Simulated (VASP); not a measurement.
# Si in VASP: notebook

The runs below take Si through single point, with PBEsol.

Program: VASP 6.6.1. These are calculated values, not measurements. Logs are shortened: lines on timing, memory, paths and dates and some standing lists are left out, and cuts for length are marked.

## Step 1: The cell of the first run

The structure is tetragonal, space group I-42m (No. 121). Conventional cell: a = 6.644 Å, b = 6.644 Å, c = 3.837 Å, α = 90.00°, β = 90.00°, γ = 90.00°. Within 3.1 Å of Si (site symmetry m) lie 4 Si at 2.34 to 2.39 Å. Within 3.1 Å of Si (site symmetry m) lie 4 Si at 2.34 to 2.39 Å.

## Step 2: Single point, PBEsol (mode 4 frozen in at +0.000 Å and mode 7 at -0.113 Å (largest displacements))

Contents of INCAR:

```
SYSTEM = Si
ALGO = Normal
EDIFF = 1E-7
ENCUT = 520
GGA = PS
ISIF = 2
ISMEAR = 0
LASPH = .True.
LCHARG = .False.
LREAL = .False.
LWAVE = .False.
NBANDS = 26
NELM = 100
PREC = Accurate
SIGMA = 0.03
```

Contents of KPOINTS:

```
k-points
0
Gamma
  10 10 4
  0 0 0
```

Contents of POSCAR:

```
Si
1.0
    0.0000000000      0.0000000000      3.8373624245
    3.3221878745     -3.3221878745     -1.9186812122
    6.6443757490      6.6443757490      0.0000000000
Si
8
Direct
   -0.0294994289      0.0000000000      0.1787304307
    0.4705005711      0.0000000000      0.6787304307
    0.4705005711      0.0000000000      0.3212695693
   -0.0294994289      0.0000000000      0.8212695693
    0.8507689982      0.6425391386      0.0000000000
    0.3507689982      0.6425391386      0.5000000000
    0.2082298596      0.3574608614      0.0000000000
    0.7082298596      0.3574608614      0.5000000000
```

Potentials or basis: VASP PAW PBE potentials, release 64 (Si).

The run is started by

```console
$ cat potpaw_PBE.64/Si/POTCAR > POTCAR
$ mpirun -np 1 vasp_std > vasp.out
```

OUTCAR:

```text
SYSTEM = Si
   EDIFF = 1E-7
   ENCUT = 520
   GGA = PS
   ISIF = 2
   ISMEAR = 0
   LASPH = .True.
   LREAL = .False.
   NELM = 100
   PREC = Accurate

 ion  position               nearest neighbor table
   1  0.971  0.000  0.179-   3 2.34   3 2.34   5 2.39   7 2.39
   2  0.471  0.000  0.679-   4 2.34   4 2.34   6 2.39   8 2.39
   3  0.471  0.000  0.321-   1 2.34   1 2.34   6 2.39   8 2.39
   4  0.971  0.000  0.821-   2 2.34   2 2.34   5 2.39   7 2.39
   5  0.851  0.643  0.000-   7 2.34   7 2.34   1 2.39   4 2.39
   6  0.351  0.643  0.500-   8 2.34   8 2.34   2 2.39   3 2.39
   7  0.208  0.357  0.000-   5 2.34   5 2.34   4 2.39   1 2.39
   8  0.708  0.357  0.500-   6 2.34   6 2.34   3 2.39   2 2.39

  LATTYP: Found a base centered orthorhombic cell.
 ALAT       =     3.8373624245
 B/A-ratio  =     2.4487044116
 C/A-ratio  =     2.4487044116

  Lattice vectors:

 A1 = (  -3.3221878745,   3.3221878745,   1.9186812122)
 A2 = (   3.3221878745,  -3.3221878745,   1.9186812123)
 A3 = (   6.6443757490,   6.6443757490,   0.0000000000)

Analysis of symmetry for initial positions (statically):
=====================================================================
 Subroutine PRICEL returns following result:

  LATTYP: Found a body centered tetragonal cell.
 ALAT       =     6.6443757490
 C/A-ratio  =     0.5775354329

  Lattice vectors:

 A1 = (  -3.3221878745,   3.3221878745,  -1.9186812123)
 A2 = (   3.3221878745,  -3.3221878745,  -1.9186812122)
 A3 = (  -3.3221878745,  -3.3221878745,   1.9186812123)

   2 primitive cells build up your supercell.

 Routine SETGRP: Setting up the symmetry group for a
 base centered orthorhombic supercell.

 Subroutine GETGRP returns: Found  4 space group operations
 (whereof  4 operations were pure point group operations)
 out of a pool of  8 trial point group operations.

The static configuration has the point symmetry C_2v.

Analysis of symmetry for dynamics (positions and initial velocities):
=====================================================================
 Subroutine PRICEL returns following result:

  LATTYP: Found a body centered tetragonal cell.
 ALAT       =     6.6443757490
 C/A-ratio  =     0.5775354329

  Lattice vectors:

 A1 = (  -3.3221878745,   3.3221878745,  -1.9186812123)
 A2 = (   3.3221878745,  -3.3221878745,  -1.9186812122)
 A3 = (  -3.3221878745,  -3.3221878745,   1.9186812123)
[... 117 lines left out ...]
   NSW    =      0    number of steps for IOM
   IBRION =     -1    ionic relax: 0-MD 1-quasi-New 2-CG
   NFREE  =      0    steps in history (QN), initial steepest desc. (CG)
   ISIF   =      2    stress and relaxation
   ISYM   =      2    0-nonsym 1-usesym 2-fastsym
   POTIM  = 0.5000    time-step for ionic-motion
   TEBEG  =    0.0;   TEEND  =   0.0 temperature during run
   PSTRESS=    0.0 pullay stress
   NELECT =      32.0000    total number of electrons
   NUPDOWN=      -1.0000    fix difference up-down
   EMIN   =  10.00;   EMAX   =-10.00  energy-range for DOS
   EFERMI =   0.00;   METHOD = LEGACY
   ISMEAR =     0;   SIGMA  =   0.03  broadening in eV -4-tet -1-fermi 0-gaus
   EFERMI_NEDOS =   21; number of points for ismear=-14 and -15
   IALGO  =     38    algorithm
   IMIX   =      4    mixing-type and parameters
     AMIX     =   0.40;   BMIX     =  1.00
     AMIX_MAG =   1.60;   BMIX_MAG =  1.00
  volume/ion in A,a.u.               =      21.18       142.91
  Fermi-wavevector in a.u.,A,eV,Ry     =   0.939315  1.775047 12.004584  0.882312
  Thomas-Fermi vector in A             =   2.066614
   LORBIT       =      0    0 simple, 1 ext, 2 COOP (PROOUT), +10 PAW based schemes
   GGA     = PS    functional components
   LHFCALC =     F    Hartree Fock is set to
   AEXX    =    0.0000 exact exchange contribution
   IVDW    =     0    specifies the selected vdW correction
   LEPSILON=     F    determine dielectric tensor
   LRPA    =     F    only Hartree local field effects (RPA)
 non-spin polarized calculation
 Gauss-broadening in eV      SIGMA  =   0.03
  energy-cutoff  :      520.00
  volume of cell :      169.41
 maximum number of plane-waves:      4613
 NGX is ok and might be reduce to    30
   NGX = 15   NGY = 19   NGZ = 35

 number of electron      32.0000002 magnetization

 Free energy of the ion-electron system (eV)
  ---------------------------------------------------
  ext. energy  EPLUGINS =         0.00000000
  ---------------------------------------------------
  free energy    TOTEN  =       -44.99044877 eV

  energy without entropy =      -44.99043325  energy(sigma->0) =      -44.99044101

 E-fermi :   5.5426     XC(G=0):  -9.2622

 val. band max:        5.4957529099   @ k =   0.0000   0.5000   0.0000
 cond. band min:       5.5948527793   @ k =  -0.3000   0.1000   0.0000
 fundamental gap:      0.0990998694
 Fermi energy:         5.5425530316

 k-point     1 :       0.0000    0.0000    0.0000
  band No.  band energies     occupation
      1      -6.6423      2.00000
      2      -5.6223      2.00000
      3      -4.7045      2.00000
      4      -2.4019      2.00000
      5      -0.1239      2.00000
      6      -0.1239      2.00000
[... 685 lines left out ...]
     25       9.5493      0.00000
     26       9.9161      0.00000

 [... further k-points ...]

------------------------ aborting loop because EDIFF is reached ----------------------------------------

  FORCE on cell =-STRESS in cart. coord.  units (eV):
  Direction    XX          YY          ZZ          XY          YZ          ZX
  --------------------------------------------------------------------------------------
  -------------------------------------------------------------------------------------
  Total       -0.5195062     -0.5195062     -0.1046917      0.0009492      0.0000000     -0.0000000
  in kB       -4.9131510     -4.9131510     -0.9901055      0.0089767      0.0000000     -0.0000000
  external PRESSURE =      -3.6054692 kB  Pullay stress =       0.0000000 kB

 VOLUME and BASIS-vectors are now :
 -----------------------------------------------------------------------------
  energy-cutoff  :      520.00
  volume of cell :      169.41
      direct lattice vectors                 reciprocal lattice vectors
     0.000000000  0.000000000  3.837362425     0.075251614 -0.075251614  0.260595662
     3.322187874 -3.322187874 -1.918681212     0.150503228 -0.150503228  0.000000000
     6.644375749  6.644375749  0.000000000     0.075251614  0.075251614  0.000000000

 POSITION                                       TOTAL-FORCE (eV/Angst)
 -----------------------------------------------------------------------------------
      1.18755      1.18755      3.72416        -0.076355     -0.076355      0.235394
      4.50974      4.50974      1.80548        -0.076355     -0.076355      0.235394
      2.13464      2.13464      1.80548         0.076355      0.076355      0.235394
      5.45682      5.45682      3.72416         0.076355      0.076355      0.235394
      2.13464     -2.13464      2.03188         0.076322     -0.076322     -0.235394
      5.45682      1.18755      0.11320         0.076322     -0.076322     -0.235394
      1.18755     -1.18755      0.11320        -0.076322      0.076322     -0.235394
      4.50974      2.13464      2.03188        -0.076322      0.076322     -0.235394
 -----------------------------------------------------------------------------------
    total drift:                                0.000000     -0.000000     -0.000073

  FREE ENERGIE OF THE ION-ELECTRON SYSTEM (eV)
  ---------------------------------------------------
  free  energy   TOTEN  =       -44.9904487727 eV

  energy  without entropy=      -44.9904332465  energy(sigma->0) =      -44.99044101
```

OSZICAR:

```text
N       E                     dE             d eps       ncg     rms          rms(c)
DAV:   1     0.625238836957E+02    0.62524E+02   -0.11848E+04  4836   0.100E+03
DAV:   2    -0.406703023390E+02   -0.10319E+03   -0.95408E+02  6172   0.145E+02
DAV:   3    -0.459093350552E+02   -0.52390E+01   -0.51458E+01  6348   0.298E+01
DAV:   4    -0.460020965035E+02   -0.92761E-01   -0.92484E-01  6152   0.496E+00
DAV:   5    -0.460044618094E+02   -0.23653E-02   -0.23636E-02  6250   0.752E-01    0.978E+00
DAV:   6    -0.452862908483E+02    0.71817E+00   -0.39919E-01  5514   0.234E+00    0.583E+00
DAV:   7    -0.449883060975E+02    0.29798E+00   -0.69349E-01  5432   0.310E+00    0.441E-01
DAV:   8    -0.449893600814E+02   -0.10540E-02   -0.60580E-02  5624   0.110E+00    0.241E-01
DAV:   9    -0.449902892329E+02   -0.92915E-03   -0.28335E-03  6214   0.256E-01    0.123E-01
DAV:  10    -0.449904029447E+02   -0.11371E-03   -0.72173E-04  5456   0.109E-01    0.401E-02
DAV:  11    -0.449904452449E+02   -0.42300E-04   -0.88412E-05  5940   0.453E-02    0.175E-02
DAV:  12    -0.449904497712E+02   -0.45263E-05   -0.80840E-06  5816   0.129E-02    0.364E-03
DAV:  13    -0.449904487144E+02    0.10568E-05   -0.15683E-06  5910   0.501E-03    0.114E-03
DAV:  14    -0.449904487727E+02   -0.58268E-07   -0.10946E-07  4212   0.168E-03
   1 F= -.44990449E+02 E0= -.44990441E+02  d E =-.155261E-04
```

stdout:

```text
POSCAR found type information on POSCAR Si
 POSCAR found :  1 types and       8 ions
 scaLAPACK will be used
 -----------------------------------------------------------------------------
|                                                                             |
|                                                                             |
|     You enforced a specific xc type in the INCAR file but a different       |
|     I HOPE YOU KNOW WHAT YOU ARE DOING!                                     |
|                                                                             |
 -----------------------------------------------------------------------------

 LDA part: xc-table for (Slater+PW92), standard interpolation
 POSCAR, INCAR and KPOINTS ok, starting setup
 FFT: planning ... GRIDC
 FFT: planning ... GRID_SOFT
 FFT: planning ... GRID
 WAVECAR not read
 entering main loop
```

It took 2.9 min on 1 thread of Intel Xeon 6975P-C (Granite Rapids), shared host; peak memory 0.44 GiB.

What came out:

- Free energy: -44.9904 eV
- Pressure: -0.4 GPa
- Largest force: 0.259 eV/Å
- Band gap on the k mesh: 0.10 eV

Forces in eV/Å, atoms in the order of the input:
```
Si  -0.076 -0.076  0.235
Si  -0.076 -0.076  0.235
Si   0.076  0.076  0.235
Si   0.076  0.076  0.235
Si   0.076 -0.076 -0.235
Si   0.076 -0.076 -0.235
Si  -0.076  0.076 -0.235
Si  -0.076  0.076 -0.235
```

Stress tensor (GPa, compression positive):
```
-0.49  0.00  0.00
 0.00 -0.49  0.00
 0.00  0.00 -0.10
```

Levels at points of the mesh, in eV from the valence-band top:
```
           k point  band 14  band 15  band 16  band 17  band 18  band 19
(0.00, 0.00, 0.00)    -1.55    -1.55    -0.55     1.33     1.42     1.47
(0.50, 0.00, 0.00)    -2.50    -2.37    -2.37     1.34     1.34     1.89
(0.00, 0.50, 0.00)    -0.57     0.00     0.00     0.56     1.42     1.78
(0.00, 0.00, 0.50)    -1.84    -1.61    -1.61     0.67     0.67     1.77
(0.50, 0.00, 0.50)    -2.42    -1.46    -1.46     0.67     0.67     2.21
(0.00, 0.50, 0.50)    -0.90    -0.58    -0.58     0.69     0.69     2.63
```

Caveat: the cell differs from its parent crystal (mode 4 frozen in at +0.000 Å and mode 7 at -0.113 Å (largest displacements)); the PAW data sets were made with another functional, which shifts forces and pressure a little.

(Continued in part 2 of 2.)
